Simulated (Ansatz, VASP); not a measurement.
**Cr: VASP beside Ansatz**

The input INCAR:

```
ALGO     = Normal         # electronic algorithm
EDIFF    = 1E-6           # SCF threshold, eV
EDIFFG   = -0.04          # ionic threshold
ENCUT    = 600            # plane-wave cutoff, eV
GGA      = PE             # functional
IBRION   = 2              # ionic algorithm
ISIF     = 3              # what is computed and relaxed
ISMEAR   = 0              # smearing method
LASPH    = T              # aspherical terms in the spheres
LCHARG   = F              # write CHGCAR
LREAL    = F              # projectors in reciprocal space
LWAVE    = F              # write WAVECAR
NELM     = 100            # most SCF steps
NSW      = 90             # ionic steps
PREC     = Accurate       # precision mode
SIGMA    = 0.1            # smearing width, eV
```

The input KPOINTS:

```
k-points
0
Gamma
  6 6 4
```

Contents of POSCAR:

```
Cr
1.0
    3.8034697405      0.0000000000      0.0000000000
   -1.9017348703      3.2939014178      0.0000000000
    0.0000000000      0.0000000000      4.4275574967
Cr
4
Direct
    0.0000000000      0.0000000000      0.2500000000
    0.0000000000      0.0000000000      0.7500000000
    0.3333333333      0.6666666667      0.7500000000
    0.6666666667      0.3333333333      0.2500000000
```

Input for Ansatz:

```yaml
crystal:
  lattice:
    - [3.8034697405, 0.0, 0.0]
    - [-1.9017348703, 3.2939014178, 0.0]
    - [0.0, 0.0, 4.4275574967]
  atoms:
    - { symbol: Cr, position: [0.0, 0.0, 0.25] }
    - { symbol: Cr, position: [0.0, 0.0, 0.75] }
    - { symbol: Cr, position: [0.3333333333, 0.6666666667, 0.75] }
    - { symbol: Cr, position: [0.6666666667, 0.3333333333, 0.25] }
basis:
  ecutwfc: 420
kpoints:
  mp_grid: { grid: [6, 6, 4] }
hamiltonian:
  xc: pbe
scf:
  occupations: { method: gaussian, width: 0.1 }
  lower_state_search: "off"
output:
  forces: true
  stress: true
  eigenvalues: true
relax:
  adjacent_minimum: "off"
  f_tol: 0.04
  max_steps: 70
  cell: { stress_tol: 0.4 }
```

Alike in both runs: task relaxation of cell and atoms; functional PBE; k mesh 6 × 6 × 4; occupations gaussian, width 0.1 eV; no spin polarisation.

```csv
,VASP,Ansatz
version,VASP 6.6.1,Ansatz 0.2.0
potentials or method,"VASP PAW PBE potentials, release 64 (Cr_pv), cutoff 600 eV","scalar-relativistic, plane waves, PAW"
valence electrons in the cell,48,56
```

```tsv
	VASP	Ansatz	Ansatz less VASP
gap on the k mesh at the Fermi level, each at its own relaxed structure (eV)	none	none	-
relaxed volume (Å³/atom)	13.83	13.83	+0.004
relaxed cell length with the largest relative difference (Å)	4.385	4.385	+0.0006
```

A gap of «none» marks a metal or a gap that the smearing closes. VASP's potentials hold 48 valence electrons a cell and Ansatz's 56, so a difference there can come from the potentials and not from the codes.
